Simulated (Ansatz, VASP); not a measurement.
# ZrN: VASP beside Ansatz

```
Zr N
1.0
     0.00000    2.29755    2.29755
     2.29755    0.00000    2.29755
     2.29755    2.29755    0.00000
Zr N
1 1
Direct
  0.50000 0.50000 0.50000
  0.00000 0.00000 0.00000
```

Alike in both runs: functional PBE; k mesh 16 × 16 × 16; occupations gaussian, width 0.1 eV; no spin polarisation.

Ansatz relaxed the structure, and its values are those at the end. VASP's run is a single point on that final structure, the one shown.

|  | VASP | Ansatz |
| --- | --- | --- |
| version | VASP 6.6.1 | Ansatz 0.2.0 |
| potentials or method | VASP PAW PBE potentials, release 64 (Zr_sv, N), cutoff 600 eV | scalar-relativistic, plane waves, PAW |
| valence electrons in the cell | 17 | 17 |

Ansatz gave:

- gap on the k mesh at the Fermi level (eV): none
- pressure (GPa): 0.0

Problem. What did VASP give for the same quantities?

Solution. gap on the k mesh at the Fermi level (eV): none; pressure (GPa): 0.1.

A gap of «none» marks a metal or a gap that the smearing closes.
